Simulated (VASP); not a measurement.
Na2S: single point with HF

Na2S:

```
Na S
1.0
     0.00000    3.25543    3.25543
     3.25543    0.00000    3.25543
     3.25543    3.25543    0.00000
Na S
2 1
Direct
  0.25000 0.25000 0.25000
  0.75000 0.75000 0.75000
  0.00000 0.00000 0.00000
```

```
Program                            : VASP 6.6.1
Task                               : single point
Functional                         : HF
Potentials or basis                : VASP PAW PBE potentials, release 64 (Na_pv, S)
Cutoff                             : 400 eV
k mesh                             : 6 × 6 × 6
Occupations                        : gaussian, width 0.01 eV
Spin                               : no spin polarisation
Dipole correction                  : no
Grid for exact exchange (PRECFOCK) : Normal
Further INCAR settings             : ALGO = Normal; EDIFF = 1e-06; NBANDS = 17
Share of exact exchange            : 1
```

The pressure is 1.7 GPa and the band gap on the k mesh is 9.62 eV.

Levels at points of the mesh, in eV from the valence-band top:
```
           k point  band 7  band 8  band 9  band 10  band 11  band 12  band 13  band 14
(0.00, 0.00, 0.00)  -14.38    0.00    0.00     0.00     9.62    15.70    15.70    15.70
(0.50, 0.00, 0.00)  -14.03   -2.14   -0.20    -0.20    12.42    13.94    14.75    14.75
(0.50, 0.50, 0.00)  -13.92   -1.90   -0.65    -0.65    10.64    13.75    17.07    18.09
```

Run time: 110 min on 1 thread of AMD EPYC 7R43 64-Core Processor (Zen 3), on a shared host, peak memory 0.16 GiB.

Caveat: the PAW data sets were made with another functional, which shifts forces and pressure a little.
